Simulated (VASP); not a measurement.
# MnO2 (R-3m) in VASP: a series of runs

Aim: see how the results for MnO2 move with the level of theory and the settings. Levels: PBE, PBEsol. Tasks: single point.

Program: VASP 6.6.1. These are calculated values, not measurements. Logs are shortened: lines on timing, memory, paths and dates and some standing lists are left out, and cuts for length are marked.

### Step 1. The cell of the first run

It takes space group R-3m (No. 166, trigonal). The conventional cell has a = 2.857 Å, b = 2.857 Å, c = 13.752 Å, α = 90.00°, β = 90.00°, γ = 120.00°. Mn (site symmetry -3m) has 6 O at 1.90 Å within 2.5 Å. Within 2.6 Å of O (site symmetry 3m) lie 3 Mn at 1.90 Å and 3 O at 2.51 Å.

### Step 2. Single point, PBE, collinear spin, ferromagnetic start

File INCAR:

```
ALGO = Normal ; EDIFF = 1E-6
ENCUT = 700 ; GGA = PE
GGA_COMPAT = F ; ISIF = 2
ISMEAR = 0 ; ISPIN = 2
LASPH = T ; LCHARG = T
LELF = T ; LMAXMIX = 4
LORBIT = 11 ; LREAL = F
LVHAR = T ; LWAVE = F
MAGMOM = 4 0 0 ; NBANDS = 24
NELM = 200 ; PREC = Accurate
SIGMA = 0.1
```

File KPOINTS:

```
k-points
0
Gamma
  6 6 6
```

File POSCAR:

```
MnO2
1.0
    1.4284348394      0.8247072390      4.5839315268
   -1.4284348394      0.8247072390      4.5839315268
    0.0000000000     -1.6494144781      4.5839315268
Mn O
1 2
Direct
    0.0000000000      0.0000000000      0.0000000000
    0.2643644900      0.2643644900      0.2643644900
    0.7356355100      0.7356355100      0.7356355100
```

Potentials or basis: VASP PAW PBE potentials, release 64 (Mn_sv, O).

Started as:

```console
cat potpaw_PBE.64/Mn_sv/POTCAR potpaw_PBE.64/O/POTCAR > POTCAR
mpirun -np 1 vasp_std > vasp.out
```

OUTCAR:

```text
EDIFF = 1E-6
   ENCUT = 700
   GGA = PE
   ISIF = 2
   ISMEAR = 0
   ISPIN = 2
   LASPH = T
   LORBIT = 11
   LREAL = F
   NELM = 200
   PREC = Accurate

 ion  position               nearest neighbor table
   1  0.000  0.000  0.000-   3 1.90   2 1.90   3 1.90   3 1.90   2 1.90   2 1.90
   2  0.264  0.264  0.264-   1 1.90   1 1.90   1 1.90
   3  0.736  0.736  0.736-   1 1.90   1 1.90   1 1.90

  LATTYP: Found a trigonal (rhomboedric) cell.
 ALAT       =     4.8716523237
 COS(alpha) =     0.8280515398

  Lattice vectors:

 A1 = (   1.4284348394,   0.8247072390,   4.5839315268)
 A2 = (  -1.4284348394,   0.8247072390,   4.5839315268)
 A3 = (   0.0000000000,  -1.6494144781,   4.5839315268)

Analysis of symmetry for initial positions (statically):
=====================================================================
 Subroutine PRICEL returns:
 Original cell was already a primitive cell.

 Routine SETGRP: Setting up the symmetry group for a
 trigonal (rhombohedral) supercell.

 Subroutine GETGRP returns: Found 12 space group operations
 (whereof 12 operations were pure point group operations)
 out of a pool of 12 trial point group operations.

The static configuration has the point symmetry D_3d.

Analysis of symmetry for dynamics (positions and initial velocities):
=====================================================================
 Subroutine PRICEL returns:
 Original cell was already a primitive cell.

 Routine SETGRP: Setting up the symmetry group for a
 trigonal (rhombohedral) supercell.

 Subroutine GETGRP returns: Found 12 space group operations
 (whereof 12 operations were pure point group operations)
 out of a pool of 12 trial point group operations.

The dynamic configuration has the point symmetry D_3d.

Analysis of structural, dynamic, and magnetic symmetry:
=====================================================================
 Subroutine PRICEL returns:
 Original cell was already a primitive cell.

 Routine SETGRP: Setting up the symmetry group for a
 trigonal (rhombohedral) supercell.

 Subroutine GETGRP returns: Found 12 space group operations
 (whereof 12 operations were pure point group operations)
 out of a pool of 12 trial point group operations.

The overall configuration has the point symmetry D_3d.

 Subroutine INISYM returns: Found 12 space group operations
 (whereof 12 operations are pure point group operations),
 and found     1 'primitive' translations

----------------------------------------------------------------------------------------

                                     Primitive cell

  volume of cell :      32.4003

  direct lattice vectors                    reciprocal lattice vectors
     1.428434839  0.824707239  4.583931527     0.350033468  0.202091917  0.072717782
    -1.428434839  0.824707239  4.583931527    -0.350033468  0.202091917  0.072717782
     0.000000000 -1.649414478  4.583931527     0.000000000 -0.404183833  0.072717782

  length of vectors
     4.871652324  4.871652324  4.871652324     0.410673163  0.410673163  0.410673163

  position of ions in fractional coordinates (direct lattice)
     0.000000000  0.000000000  0.000000000
     0.264364490  0.264364490  0.264364490
     0.735635510  0.735635510  0.735635510

  ion indices of the primitive-cell ions
   primitive index   ion index
                 1           1
                 2           2
                 3           3

----------------------------------------------------------------------------------------

 KPOINTS: k-points

Automatic generation of k-mesh.
 Grid dimensions read from file:
 generate k-points for:    6    6    6

 Generating k-lattice:

  Cartesian coordinates                     Fractional coordinates (reciprocal lattice)
     0.058338911  0.033681986  0.012119630     0.166666667 -0.000000000 -0.000000000
    -0.058338911  0.033681986  0.012119630    -0.000000000  0.166666667 -0.000000000
     0.000000000 -0.067363972  0.012119630    -0.000000000 -0.000000000  0.166666667

  Length of vectors
     0.068445527  0.068445527  0.068445527

  Shift w.r.t. Gamma in fractional coordinates (k-lattice)
     0.000000000  0.000000000  0.000000000

 Subroutine IBZKPT returns following result:
 ===========================================

 Found     32 irreducible k-points:

 Following reciprocal coordinates:
            Coordinates               Weight
  0.000000  0.000000  0.000000      1.000000
  0.166667 -0.000000 -0.000000      6.000000
  0.333333  0.000000 -0.000000      6.000000
  0.500000  0.000000 -0.000000      3.000000
  0.166667  0.166667 -0.000000      6.000000
  0.333333  0.166667 -0.000000     12.000000
[... 16 lines left out ...]
  0.500000  0.500000  0.166667      6.000000
 -0.333333  0.500000  0.166667     12.000000
 [... further k-points ...]
   k-points           NKPTS =     32   k-points in BZ     NKDIM =     32   number of bands    NBANDS=     24
   number of dos      NEDOS =    301   number of ions     NIONS =      3
   total plane-waves  NPLWV =  74088
   dimension x,y,z NGX =    42 NGY =   42 NGZ =   42
   dimension x,y,z NGXF=    84 NGYF=   84 NGZF=   84
   ions per type =               1   2
   NGX,Y,Z   is equivalent  to a cutoff of  14.33, 14.33, 14.33 a.u.
   NGXF,Y,Z  is equivalent  to a cutoff of  28.67, 28.67, 28.67 a.u.
 SYSTEM =  unknown system
   PREC   = accura    normal or accurate (medium, high low for compatibility)
   ISTART =      0    job   : 0-new  1-cont  2-samecut
   ICHARG =      2    charge: 1-file 2-atom 10-const
   ISPIN  =      2    spin polarized calculation?
   LNONCOLLINEAR =      F non collinear calculations
   LSORBIT =      F    spin-orbit coupling
   LASPH  =      T    aspherical Exc in radial PAW
   ENCUT  =  700.0 eV  51.45 Ry    7.17 a.u.  10.51 10.51 10.51*2*pi/ulx,y,z
   NELM   =    200;   NELMIN=  2; NELMDL= -5     # of ELM steps
   EDIFF  = 0.1E-05   stopping-criterion for ELM
   LREAL  =      F    real-space projection
   EDIFFG = 0.1E-04   stopping-criterion for IOM
   NSW    =      0    number of steps for IOM
   IBRION =     -1    ionic relax: 0-MD 1-quasi-New 2-CG
   NFREE  =      0    steps in history (QN), initial steepest desc. (CG)
   ISIF   =      2    stress and relaxation
   ISYM   =      2    0-nonsym 1-usesym 2-fastsym
   POTIM  = 0.5000    time-step for ionic-motion
   TEBEG  =    0.0;   TEEND  =   0.0 temperature during run
   PSTRESS=    0.0 pullay stress
   NELECT =      27.0000    total number of electrons
   NUPDOWN=      -1.0000    fix difference up-down
   EMIN   =  10.00;   EMAX   =-10.00  energy-range for DOS
   EFERMI =   0.00;   METHOD = LEGACY
   ISMEAR =     0;   SIGMA  =   0.10  broadening in eV -4-tet -1-fermi 0-gaus
   EFERMI_NEDOS =   21; number of points for ismear=-14 and -15
   IALGO  =     38    algorithm
   IMIX   =      4    mixing-type and parameters
     AMIX     =   0.40;   BMIX     =  1.00
     AMIX_MAG =   1.60;   BMIX_MAG =  1.00
  volume/ion in A,a.u.               =      10.80        72.88
  Fermi-wavevector in a.u.,A,eV,Ry     =   1.540563  2.911243 32.291187  2.373335
  Thomas-Fermi vector in A             =   2.646633
   LORBIT       =     11    0 simple, 1 ext, 2 COOP (PROOUT), +10 PAW based schemes
   GGA     = PE    functional components
   LHFCALC =     F    Hartree Fock is set to
   AEXX    =    0.0000 exact exchange contribution
   IVDW    =     0    specifies the selected vdW correction
   LEPSILON=     F    determine dielectric tensor
   LRPA    =     F    only Hartree local field effects (RPA)
 spin polarized calculation
 Gauss-broadening in eV      SIGMA  =   0.10
  energy-cutoff  :      700.00
  volume of cell :       32.40
 maximum number of plane-waves:      1376
   NGX = 21   NGY = 21   NGZ = 21

 number of electron      27.0000001 magnetization       3.0005279

 Free energy of the ion-electron system (eV)
  ---------------------------------------------------
  ext. energy  EPLUGINS =         0.00000000
  ---------------------------------------------------
  free energy    TOTEN  =       -24.02091741 eV

  energy without entropy =      -24.02091741  energy(sigma->0) =      -24.02091741

 E-fermi :   4.8486     XC(G=0): -10.8677

 val. band max:        4.4178204983   @ k =   0.5000   0.3333   0.3333
 cond. band min:       5.3050921263   @ k =   0.0000   0.0000   0.0000
 fundamental gap:      0.8872716280
 Fermi energy:         4.8486291699

 spin component 1

 k-point     1 :       0.0000    0.0000    0.0000
  band No.  band energies     occupation
      1     -77.1693      1.00000
      2     -45.8136      1.00000
      3     -45.8061      1.00000
      4     -45.8061      1.00000
      5     -15.2006      1.00000
      6     -12.8676      1.00000
[... 16 lines left out ...]
     23      26.2735      0.00000
     24      27.3447      0.00000

 k-point     2 :       0.1667   -0.0000   -0.0000
  band No.  band energies     occupation
      1     -77.1647      1.00000
      2     -45.8471      1.00000
      3     -45.8153      1.00000
      4     -45.8069      1.00000
      5     -14.8535      1.00000
      6     -12.9765      1.00000
[... 16 lines left out ...]
     23      24.6565      0.00000
     24      27.1438      0.00000

 k-point     3 :       0.3333    0.0000   -0.0000
  band No.  band energies     occupation
      1     -77.1555      1.00000
      2     -45.9284      1.00000
      3     -45.8338      1.00000
      4     -45.7934      1.00000
      5     -14.0791      1.00000
      6     -13.2000      1.00000
[... 16 lines left out ...]
     23      24.2705      0.00000
     24      25.5000      0.00000
[... 514 lines left out ...]
 k-point    23 :       0.5000    0.5000    0.1667
  band No.  band energies     occupation
      1     -77.1555      1.00000
      2     -45.9284      1.00000
      3     -45.8338      1.00000
      4     -45.7934      1.00000
      5     -14.0039      1.00000
      6     -13.2807      1.00000
[... 16 lines left out ...]
     23      24.9690      0.00000
     24      25.4166      0.00000

 k-point    24 :      -0.3333    0.5000    0.1667
  band No.  band energies     occupation
      1     -77.1509      1.00000
      2     -45.9475      1.00000
      3     -45.8644      1.00000
      4     -45.7867      1.00000
      5     -13.5880      1.00000
      6     -13.3629      1.00000
[... 16 lines left out ...]
     23      23.0439      0.00000
     24      25.6989      0.00000

 [... further k-points ...]

 spin component 2

 k-point     1 :       0.0000    0.0000    0.0000
  band No.  band energies     occupation
      1     -73.9732      1.00000
      2     -42.7386      1.00000
      3     -42.7386      1.00000
      4     -42.5694      1.00000
      5     -15.0422      1.00000
      6     -12.7564      1.00000
[... 16 lines left out ...]
     23      26.7244      0.00000
     24      28.1088      0.00000

 k-point     2 :       0.1667   -0.0000   -0.0000
  band No.  band energies     occupation
      1     -73.9680      1.00000
      2     -42.7872      1.00000
      3     -42.7493      1.00000
      4     -42.5608      1.00000
      5     -14.6990      1.00000
      6     -12.8590      1.00000
[... 16 lines left out ...]
     23      25.4554      0.00000
     24      27.7235      0.00000

 k-point     3 :       0.3333    0.0000   -0.0000
  band No.  band energies     occupation
      1     -73.9575      1.00000
      2     -42.8836      1.00000
      3     -42.7706      1.00000
      4     -42.5436      1.00000
      5     -13.9362      1.00000
      6     -13.0728      1.00000
[... 16 lines left out ...]
     23      24.8347      0.00000
     24      26.3561      0.00000
[... 514 lines left out ...]
 k-point    23 :       0.5000    0.5000    0.1667
  band No.  band energies     occupation
      1     -73.9575      1.00000
      2     -42.8836      1.00000
      3     -42.7706      1.00000
      4     -42.5436      1.00000
      5     -13.8611      1.00000
      6     -13.1528      1.00000
[... 16 lines left out ...]
     23      25.7039      0.00000
     24      26.1981      0.00000

 k-point    24 :      -0.3333    0.5000    0.1667
  band No.  band energies     occupation
      1     -73.9523      1.00000
      2     -42.9061      1.00000
      3     -42.8068      1.00000
      4     -42.5350      1.00000
      5     -13.4527      1.00000
      6     -13.2323      1.00000
[... 16 lines left out ...]
     23      23.6094      0.00000
     24      26.3528      0.00000

 [... further k-points ...]

------------------------ aborting loop because EDIFF is reached ----------------------------------------

  FORCE on cell =-STRESS in cart. coord.  units (eV):
  Direction    XX          YY          ZZ          XY          YZ          ZX
  --------------------------------------------------------------------------------------
  -------------------------------------------------------------------------------------
  Total        1.0070293      1.0070293      0.8041846      0.0000000     -0.0000000      0.0000000
  in kB       49.7969904     49.7969904     39.7664396      0.0000000     -0.0000000      0.0000000
  external PRESSURE =      46.4534735 kB  Pullay stress =       0.0000000 kB

 VOLUME and BASIS-vectors are now :
 -----------------------------------------------------------------------------
  energy-cutoff  :      700.00
  volume of cell :       32.40
      direct lattice vectors                 reciprocal lattice vectors
     1.428434839  0.824707239  4.583931527     0.350033468  0.202091917  0.072717782
    -1.428434839  0.824707239  4.583931527    -0.350033468  0.202091917  0.072717782
     0.000000000 -1.649414478  4.583931527     0.000000000 -0.404183833  0.072717782

 POSITION                                       TOTAL-FORCE (eV/Angst)
 -----------------------------------------------------------------------------------
      0.00000      0.00000      0.00000        -0.000000      0.000000      0.000000
      0.00000     -0.00000      3.63549         0.000000      0.000000     -0.193612
      0.00000     -0.00000     10.11631         0.000000     -0.000000      0.193612
 -----------------------------------------------------------------------------------
    total drift:                               -0.000000     -0.000000      0.000000

  FREE ENERGIE OF THE ION-ELECTRON SYSTEM (eV)
  ---------------------------------------------------
  free  energy   TOTEN  =       -24.0209174121 eV

  energy  without entropy=      -24.0209174121  energy(sigma->0) =      -24.02091741

 total charge

# of ion       s       p       d       tot
------------------------------------------
    1        2.206   6.113   4.457  12.775
    2        1.578   3.425   0.000   5.003
    3        1.578   3.425   0.000   5.003
--------------------------------------------------
tot          5.362  12.962   4.457  22.781

 magnetization (x)

# of ion       s       p       d       tot
------------------------------------------
    1        0.024   0.018   2.684   2.726
    2        0.004   0.039   0.000   0.043
    3        0.004   0.039   0.000   0.043
--------------------------------------------------
tot          0.031   0.096   2.684   2.811
```

Wall time 2.4 min (1 thread of AMD EPYC 9R45 (Zen 5), shared host); peak memory 0.29 GiB.

What came out:

```
Free energy                                           : -24.0209 eV
Pressure                                              : 4.6 GPa
Largest force                                         : 0.194 eV/Å
Band gap on the k mesh                                : 0.89 eV (least direct gap 0.93 eV)
Net moment                                            : 3.00 μB per cell
Site moments                                          : Mn +2.73; O +0.04 μB
Valence electrons inside the program's atomic spheres : Mn 12.78; O 5.00
```

Forces on the atoms (eV/Å):
```
Mn   0.000  0.000  0.000
O    0.000  0.000 -0.194
O    0.000  0.000  0.194
```

Caveat: the k points lie up to 0.43 Å⁻¹ apart; a cell with one magnetic atom can't hold antiferromagnetic order, which such compounds often take. A k mesh can miss the band edges.

(Continued in part 2 of 2.)
